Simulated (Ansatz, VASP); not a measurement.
MgO in VASP and in Ansatz

```
Mg O
1.0
     2.82902    0.00000    0.00000
     0.00000    2.82902    0.00000
     0.00000    0.00000    5.08179
Mg O
1 1
Direct
  0.50000 0.50000 0.00000
  0.00000 0.00000 0.00000
```

Alike in both runs: task relaxation of cell and atoms; functional PBE; k mesh 10 × 10 × 6; occupations gaussian, width 0.02 eV; no spin polarisation.

|  | VASP | Ansatz |
| --- | --- | --- |
| version | VASP 6.6.1 | Ansatz 0.2.0 |
| potentials or method | VASP PAW PBE potentials, release 64 (Mg, O), cutoff 600 eV | scalar-relativistic, plane waves, PAW |
| valence electrons in the cell | 8 | 16 |

```tsv
	VASP	Ansatz	Ansatz less VASP
gap on the k mesh at the Fermi level, each at its own relaxed structure (eV)	2.15	2.28	+0.128
relaxed volume (Å³/atom)	18.49	20.34	+1.844
relaxed cell length with the largest relative difference (Å)	4.635	5.082	+0.4467
```

One of these differences is far larger than is usual between the two programs; its cause wasn't traced. VASP's potentials hold 8 valence electrons a cell and Ansatz's 16, so a difference there can come from the potentials and not from the codes.
